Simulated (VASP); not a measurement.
# Ge (R-3) in VASP: notebook, part 2 of 2

VASP 6.6.1. Earlier steps stand in the parts before.

## 3. Single point, PBEsol

This run uses another cell than the first one, of 20.66 Å³/atom.

The input, INCAR:

```
  ALGO = Fast
  EDIFF = 1E-6
  ENCUT = 520
  GGA = PS
  ISIF = 2
  ISMEAR = 0
  LASPH = True
  LCHARG = False
  LREAL = False
  LWAVE = False
  NBANDS = 66
  NELM = 80
  PREC = Accurate
  SIGMA = 0.15
```

The input, KPOINTS:

```
k-points
0
Gamma
  9 9 9
```

The input, POSCAR:

```
Ge
1.0
    4.8008000000      2.7717431723      2.0698666667
   -4.8008000000      2.7717431723      2.0698666667
    0.0000000000     -5.5434863447      2.0698666667
Ge
8
Direct
    0.7160166262      0.7160166262      0.7160166262
    0.2839833738      0.2839833738      0.2839833738
    0.0302911486      0.7262027915      0.5337905696
    0.5337905696      0.0302911486      0.7262027915
    0.7262027915      0.5337905696      0.0302911486
    0.9697088514      0.2737972085      0.4662094304
    0.4662094304      0.9697088514      0.2737972085
    0.2737972085      0.4662094304      0.9697088514
```

Potentials or basis: VASP PAW PBE potentials, release 64 (Ge_d).

Command:

```sh
cat potpaw_PBE.64/Ge_d/POTCAR > POTCAR
mpirun -np 1 vasp_std > vasp.out
```

OUTCAR:

```text
EDIFF = 1E-6
   ENCUT = 520
   GGA = PS
   ISIF = 2
   ISMEAR = 0
   LASPH = True
   LREAL = False
   NELM = 80
   PREC = Accurate

 ion  position               nearest neighbor table
   1  0.716  0.716  0.716-   4 2.42   3 2.42   5 2.42   2 2.68
   2  0.284  0.284  0.284-   7 2.42   6 2.42   8 2.42   1 2.68
   3  0.030  0.726  0.534-   1 2.42   6 2.47   4 2.56   5 2.56
   4  0.534  0.030  0.726-   1 2.42   7 2.47   3 2.56   5 2.56
   5  0.726  0.534  0.030-   1 2.42   8 2.47   4 2.56   3 2.56
   6  0.970  0.274  0.466-   2 2.42   3 2.47   7 2.56   8 2.56
   7  0.466  0.970  0.274-   2 2.42   4 2.47   6 2.56   8 2.56
   8  0.274  0.466  0.970-   2 2.42   5 2.47   7 2.56   6 2.56

  LATTYP: Found a trigonal (rhomboedric) cell.
 ALAT       =     5.9173126393
 COS(alpha) =    -0.3164615883

  Lattice vectors:

 A1 = (   4.8008000000,   2.7717431723,   2.0698666667)
 A2 = (  -4.8008000000,   2.7717431723,   2.0698666667)
 A3 = (   0.0000000000,  -5.5434863447,   2.0698666667)

Analysis of symmetry for initial positions (statically):
=====================================================================
 Subroutine PRICEL returns:
 Original cell was already a primitive cell.

 Routine SETGRP: Setting up the symmetry group for a
 trigonal (rhombohedral) supercell.

 Subroutine GETGRP returns: Found  6 space group operations
 (whereof  6 operations were pure point group operations)
 out of a pool of 12 trial point group operations.

The static configuration has the point symmetry S_6 .

Analysis of symmetry for dynamics (positions and initial velocities):
=====================================================================
 Subroutine PRICEL returns:
 Original cell was already a primitive cell.

 Routine SETGRP: Setting up the symmetry group for a
 trigonal (rhombohedral) supercell.
[... 140 lines left out ...]
  Thomas-Fermi vector in A             =   2.557021
   LORBIT       =      0    0 simple, 1 ext, 2 COOP (PROOUT), +10 PAW based schemes
   GGA     = PS    functional components
   LHFCALC =     F    Hartree Fock is set to
   AEXX    =    0.0000 exact exchange contribution
   IVDW    =     0    specifies the selected vdW correction
   LEPSILON=     F    determine dielectric tensor
   LRPA    =     F    only Hartree local field effects (RPA)
 non-spin polarized calculation
 RMM-DIIS sequential band-by-band and
 Gauss-broadening in eV      SIGMA  =   0.15
  energy-cutoff  :      520.00
  volume of cell :      165.26
 maximum number of plane-waves:      4472
 NGX is ok and might be reduce to    48
   NGX = 21   NGY = 21   NGZ = 21

 number of electron     112.0000013 magnetization

 Free energy of the ion-electron system (eV)
  ---------------------------------------------------
  ext. energy  EPLUGINS =         0.00000000
  ---------------------------------------------------
  free energy    TOTEN  =       -38.26262457 eV

  energy without entropy =      -38.25056396  energy(sigma->0) =      -38.25659426

 E-fermi :   5.5816     XC(G=0): -10.7666

 val. band max:        5.5660256912   @ k =   0.4444   0.4444   0.4444
 cond. band min:       5.5866670161   @ k =  -0.3333  -0.3333   0.2222
 fundamental gap:      0.0206413248
 Fermi energy:         5.5816057297

 k-point     1 :       0.0000    0.0000    0.0000
  band No.  band energies     occupation
      1     -19.1816      2.00000
      2     -19.1816      2.00000
      3     -19.1634      2.00000
      4     -19.1627      2.00000
      5     -19.1627      2.00000
      6     -19.1281      2.00000
[... 1645 lines left out ...]
     65       9.9727      0.00000
     66      10.6895      0.00000

 [... further k-points ...]

------------------------ aborting loop because EDIFF is reached ----------------------------------------

  FORCE on cell =-STRESS in cart. coord.  units (eV):
  Direction    XX          YY          ZZ          XY          YZ          ZX
  --------------------------------------------------------------------------------------
  -------------------------------------------------------------------------------------
  Total        3.7259356      3.7259356     -7.3072190     -0.0000003      0.0000000      0.0000000
  in kB       36.1231580     36.1231580    -70.8439041     -0.0000026      0.0000000      0.0000000
  external PRESSURE =       0.4674707 kB  Pullay stress =       0.0000000 kB

 VOLUME and BASIS-vectors are now :
 -----------------------------------------------------------------------------
  energy-cutoff  :      520.00
  volume of cell :      165.26
      direct lattice vectors                 reciprocal lattice vectors
     4.800800000  2.771743172  2.069866667     0.104149308  0.060130631  0.161040969
    -4.800800000  2.771743172  2.069866667    -0.104149308  0.060130631  0.161040969
     0.000000000 -5.543486345  2.069866667     0.000000000 -0.120261263  0.161040969

 POSITION                                       TOTAL-FORCE (eV/Angst)
 -----------------------------------------------------------------------------------
      0.00000     -0.00000      4.44618         0.000000      0.000000     -0.658148
      0.00000     -0.00000      1.76342         0.000000     -0.000000      0.658148
     -3.34093     -0.86225      2.67072         0.048220      0.484008      0.030363
      2.41720     -2.46221      2.67072        -0.443273     -0.200244      0.030363
      0.92373      3.32446      2.67072         0.395053     -0.283764      0.030363
      3.34093      0.86225      3.53888        -0.048220     -0.484008     -0.030363
     -2.41720      2.46221      3.53888         0.443273      0.200244     -0.030363
     -0.92373     -3.32446      3.53888        -0.395053      0.283764     -0.030363
 -----------------------------------------------------------------------------------
    total drift:                                0.000000      0.000000     -0.000000

  FREE ENERGIE OF THE ION-ELECTRON SYSTEM (eV)
  ---------------------------------------------------
  free  energy   TOTEN  =       -38.2626245665 eV

  energy  without entropy=      -38.2505639602  energy(sigma->0) =      -38.25659426
```

OSZICAR:

```text
N       E                     dE             d eps       ncg     rms          rms(c)
DAV:   1     0.136653024241E+04    0.13665E+04   -0.50672E+04 19350   0.481E+03
DAV:   2     0.240376981480E+03   -0.11262E+04   -0.10942E+04 16500   0.113E+03
DAV:   3    -0.121081386753E+02   -0.25249E+03   -0.24248E+03 16966   0.275E+02
DAV:   4    -0.377147779726E+02   -0.25607E+02   -0.24637E+02 19016   0.918E+01
DAV:   5    -0.387084436459E+02   -0.99367E+00   -0.98408E+00 18468   0.200E+01    0.599E+00
RMM:   6    -0.383801034271E+02    0.32834E+00   -0.47081E-01 19809   0.426E+00    0.336E+00
RMM:   7    -0.382605233880E+02    0.11958E+00   -0.33704E-01 20349   0.325E+00    0.402E-01
RMM:   8    -0.382605153347E+02    0.80534E-05   -0.66975E-02 20769   0.168E+00    0.197E-01
RMM:   9    -0.382623698801E+02   -0.18545E-02   -0.20868E-02 26269   0.730E-01    0.208E-01
RMM:  10    -0.382629107297E+02   -0.54085E-03   -0.35131E-03 20453   0.385E-01    0.101E-01
RMM:  11    -0.382625872957E+02    0.32343E-03   -0.14138E-03 20718   0.244E-01    0.121E-02
RMM:  12    -0.382626194535E+02   -0.32158E-04   -0.34967E-04 25219   0.752E-02    0.971E-03
RMM:  13    -0.382626245331E+02   -0.50796E-05   -0.44365E-05 17487   0.242E-02    0.616E-03
RMM:  14    -0.382626245914E+02   -0.58273E-07   -0.12757E-05 15342   0.165E-02    0.345E-03
RMM:  15    -0.382626245665E+02    0.24866E-07   -0.25059E-06 13333   0.693E-03
   1 F= -.38262625E+02 E0= -.38256594E+02  d E =-.120606E-01
```

Run time: 41 min. Hardware: 1 thread of Oxide Virtual Turin-like, shared host; peak memory 0.91 GiB.

What came out:

* Free energy: -38.2626 eV
* Pressure: 0.0 GPa
* Largest force: 0.658 eV/Å
* Band gap on the k mesh: zero (bands 56 and 57 overlap by 0.67 eV)

Forces on the atoms (eV/Å):
```
Ge   0.000  0.000 -0.658
Ge   0.000  0.000  0.658
Ge   0.048  0.484  0.030
Ge  -0.443 -0.200  0.030
Ge   0.395 -0.284  0.030
Ge  -0.048 -0.484 -0.030
Ge   0.443  0.200 -0.030
Ge  -0.395  0.284 -0.030
```

Stress tensor (GPa, compression positive):
```
 3.61  0.00  0.00
 0.00  3.61  0.00
 0.00  0.00 -7.08
```

Caveat: semilocal functionals underestimate gaps, so a narrow gap can read as zero; the PAW data sets were made with another functional, which shifts forces and pressure a little.

## 4. Single point, PBEsol

This run uses another cell than the first one, of 19.61 Å³/atom.

The input, INCAR:

```
ALGO     = Fast           # electronic algorithm
EDIFF    = 1E-7           # SCF threshold, eV
ENCUT    = 520            # plane-wave cutoff, eV
GGA      = PS             # functional
ISIF     = 2              # what is computed and relaxed
ISMEAR   = 0              # smearing method
LASPH    = T              # aspherical terms in the spheres
LCHARG   = F              # write CHGCAR
LREAL    = F              # projectors in reciprocal space
LWAVE    = F              # write WAVECAR
NBANDS   = 66             # bands
NELM     = 100            # most SCF steps
PREC     = Accurate       # precision mode
SIGMA    = 0.15           # smearing width, eV
```

KPOINTS is that of step 3.

Changes to POSCAR since step 3:

```diff
@@ -2,5 +2,5 @@
 1.0
-    4.8008000000      2.7717431723      2.0698666667
-   -4.8008000000      2.7717431723      2.0698666667
-    0.0000000000     -5.5434863447      2.0698666667
+    4.6777000000      2.7006713542      2.0698666667
+   -4.6777000000      2.7006713542      2.0698666667
+    0.0000000000     -5.4013427084      2.0698666667
 Ge
```

Command:

```sh
cat potpaw_PBE.64/Ge_d/POTCAR > POTCAR
mpirun -np 1 vasp_std > vasp.out
```

It took 40 min on 1 thread of Oxide Virtual Turin-like, shared host; peak memory 0.88 GiB.

Results (log left out):

```
Free energy            : -37.9051 eV
Pressure               : 4.8 GPa
Largest force          : 0.863 eV/Å
Band gap on the k mesh : zero (bands 56 and 57 overlap by 0.83 eV)
```

Forces on the atoms (eV/Å):
```
Ge   0.000  0.000 -0.800
Ge   0.000  0.000  0.800
Ge   0.004  0.840  0.195
Ge  -0.730 -0.416  0.195
Ge   0.725 -0.424  0.195
Ge  -0.004 -0.840 -0.195
Ge   0.730  0.416 -0.195
Ge  -0.725  0.424 -0.195
```

Stress tensor (GPa, compression positive):
```
10.20  0.00  0.00
 0.00 10.20  0.00
 0.00  0.00 -5.87
```

Levels at points of the mesh, in eV from the Fermi level:
```csv
k point,band 52,band 53,band 54,band 55,band 56,band 57,band 58,band 59,band 60,band 61
"(0.00, 0.00, 0.00)",-3.87,-3.87,-1.32,-1.32,-0.62,1.57,1.87,1.87,3.89,3.89
```

Caveat: the cell stands under pressure; the PAW data sets were made with another functional, which shifts forces and pressure a little.

## 5. Single point, PBEsol

This run uses another cell than the first one, of 20.25 Å³/atom.

The input, INCAR:

```
SYSTEM = Ge
  ALGO = Fast
  EDIFF = 1E-6
  ENCUT = 520
  GGA = PS
  ISIF = 2
  ISMEAR = 0
  LASPH = .TRUE.
  LCHARG = .FALSE.
  LREAL = .FALSE.
  LWAVE = .FALSE.
  NBANDS = 66
  NELM = 60
  PREC = Accurate
  SIGMA = 0.15
```

The input, KPOINTS:

```
k-points
0
G
  9 9 9
  0 0 0
```

Changes to POSCAR since step 4:

```diff
@@ -2,5 +2,5 @@
 1.0
-    4.6777000000      2.7006713542      2.0698666667
-   -4.6777000000      2.7006713542      2.0698666667
-    0.0000000000     -5.4013427084      2.0698666667
+    5.0470000000      2.9138868086      1.8355333333
+   -5.0470000000      2.9138868086      1.8355333333
+    0.0000000000     -5.8277736172      1.8355333333
 Ge
```

Command:

```sh
cat potpaw_PBE.64/Ge_d/POTCAR > POTCAR
mpirun -np 1 vasp_std > vasp.out
```

Run time: 37 min. Hardware: 1 thread of Oxide Virtual Turin-like, shared host; peak memory 0.89 GiB.

It converged, with:

```
Free energy            : -38.2164 eV
Pressure               : 1.6 GPa
Largest force          : 1.077 eV/Å
Band gap on the k mesh : zero (bands 56 and 57 overlap by 0.41 eV)
```

Forces on the atoms (eV/Å):
```
Ge   0.000  0.000  1.077
Ge   0.000  0.000 -1.077
Ge  -0.021 -0.558 -0.003
Ge   0.494  0.261 -0.003
Ge  -0.473  0.297 -0.003
Ge   0.021  0.558  0.003
Ge  -0.494 -0.261  0.003
Ge   0.473 -0.297  0.003
```

Stress tensor (GPa, compression positive):
```
-2.48  0.00  0.00
 0.00 -2.48  0.00
 0.00  0.00  9.64
```

Levels at points of the mesh, in eV from the Fermi level:
```csv
k point,band 54,band 55,band 56,band 57,band 58,band 59
"(0.00, 0.00, 0.00)",-0.99,-0.99,-0.64,1.68,2.01,2.01
```

Caveat: semilocal functionals underestimate gaps, so a narrow gap can read as zero; the PAW data sets were made with another functional, which shifts forces and pressure a little.

## 6. The runs side by side

| cell | gap on the mesh (eV) | pressure (GPa) | largest force (eV/Å) |
| --- | --- | --- | --- |
| a = 5.877 Å, angles 109.5°, 8 atoms | none | 4.2 | 0.29 |
| a = 5.917 Å, angles 108.4°, 8 atoms | none | 0.0 | 0.66 |
| a = 5.784 Å, angles 107.9°, 8 atoms | none | 4.8 | 0.86 |
| a = 6.110 Å, angles 111.4°, 8 atoms | none | 1.6 | 1.08 |

Alike in all rows: task single point; level PBEsol; potentials or basis VASP PAW PBE potentials, release 64 (Ge_d); no spin polarisation; k mesh 9 × 9 × 9; cutoff (eV) 520; smearing gaussian 0.15 eV.

Caveats: the PAW data sets were made with another functional, which shifts forces and pressure a little; semilocal functionals underestimate gaps, so a narrow gap can read as zero (at least some runs); the cell stands under pressure (at least some runs).

Absolute energies hang on the potentials; compare differences alone.
